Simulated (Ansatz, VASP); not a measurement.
## One calculation of PbF2, two programs

```
Pb F
1.0
     0.00000    2.96366    2.96366
     2.96366    0.00000    2.96366
     2.96366    2.96366    0.00000
Pb F
1 2
Cartesian
  0.0000 0.0000 0.0000
  1.4818 1.4818 1.4818
  4.4455 4.4455 4.4455
```

Alike in both runs: task single point; functional PBE; dispersion D3(BJ); k mesh 6 × 6 × 6; no spin polarisation.

```csv
,VASP,Ansatz
version,VASP 6.6.1,Ansatz 0.2.0
potentials or method,"VASP PAW PBE potentials, release 64 (Pb_d, F)","plane waves, PAW"
plane-wave cutoff (eV),520,420
occupations,"gaussian, width 0.01 eV",fixed
valence electrons in the cell,28,28
```

VASP gave:

| Quantity | Value |
| --- | --- |
| pressure (GPa) | 1.1 |

Problem. Estimate Ansatz's values.

Solution. Pressure (GPa): 1.3.

Neither program's run includes spin-orbit coupling.
